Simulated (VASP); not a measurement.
Input of a VASP 6.6.1 run:

The input INCAR:

```
PREC = Accurate
ENCUT = 520
EDIFF = 1E-6
ISMEAR = 0
SIGMA = 0.1
LREAL = False
LASPH = True
NELM = 80
ALGO = Normal
ISIF = 2
LWAVE = False
LCHARG = False
GGA = PE
NBANDS = 41
```

Contents of KPOINTS:

```
regular mesh
0
Gamma
  4 4 4
```

The input POSCAR:

```
Ga2Se
1.0
    0.0000000000      6.5144921885      6.5144921885
    6.5144921885      0.0000000000      6.5144921885
    6.5144921885      6.5144921885      0.0000000000
Ga Se
4 2
Direct
    0.6250000000      0.6250000000      0.6250000000
    0.1250000000      0.6250000000      0.6250000000
    0.6250000000      0.6250000000      0.1250000000
    0.6250000000      0.1250000000      0.6250000000
    0.5000000000      0.5000000000      0.5000000000
    0.7500000000      0.7500000000      0.7500000000
```

Potentials or basis: VASP PAW PBE potentials, release 64 (Ga_d, Se).

Launch:

```console
$ cat potpaw_PBE.64/Ga_d/POTCAR potpaw_PBE.64/Se/POTCAR > POTCAR
$ mpirun -np 1 vasp_std > vasp.out
```

What does it give for the band gap on the k mesh?

0.95 eV.

Estimate the pressure.

0.1 GPa.

A k mesh can miss the band edges.
